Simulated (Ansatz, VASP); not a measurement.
**Si in VASP and in Ansatz**

```
CELL_PARAMETERS angstrom
4.61341 2.35580 1.82897
-4.74710 2.73073 1.62149
0.25785 -5.40488 2.18591
ATOMIC_POSITIONS crystal
Si 0.02291 0.71980 0.52379
Si 0.97723 0.27557 0.47305
Si 0.71768 0.71440 0.71286
Si 0.28336 0.47885 0.98174
Si 0.47235 0.97651 0.27816
Si 0.72045 0.52683 0.02491
Si 0.28269 0.28575 0.28586
Si 0.52334 0.02228 0.71964
```

Change from the starting cell: cell sheared at random, sigma 0.1, atoms nudged by 0.01 Å.

Alike in both runs: task single point; functional LDA; k mesh 6 × 6 × 6; occupations gaussian, width 0.15 eV; no spin polarisation.

```csv
,VASP,Ansatz
version,VASP 6.6.1,Ansatz 0.2.0
potentials or method,"VASP PAW LDA potentials, release 64 (Si), cutoff 520 eV","scalar-relativistic, plane waves, PAW"
valence electrons in the cell,32,32
```

VASP gave:

| Property | Result |
| --- | --- |
| gap on the k mesh at the Fermi level (eV) | none |
| pressure (GPa) | 2.3 |
| traceless stress, the component that is largest in VASP (GPa) | 9.40 |
| rms of the force components (eV/Å) | 0.681 |

Q: Which values does Ansatz return?

A: gap on the k mesh at the Fermi level (eV): none; pressure (GPa): 2.2; traceless stress, the component that is largest in VASP (GPa): 9.37; rms of the force components (eV/Å): 0.678.

LDA's correlation is that of Perdew and Zunger in VASP and of Perdew and Wang (1992) in Ansatz. Atom by atom the forces differ by 0.005 eV/Å (rms over components). A gap of «none» marks a metal or a gap that the smearing closes.
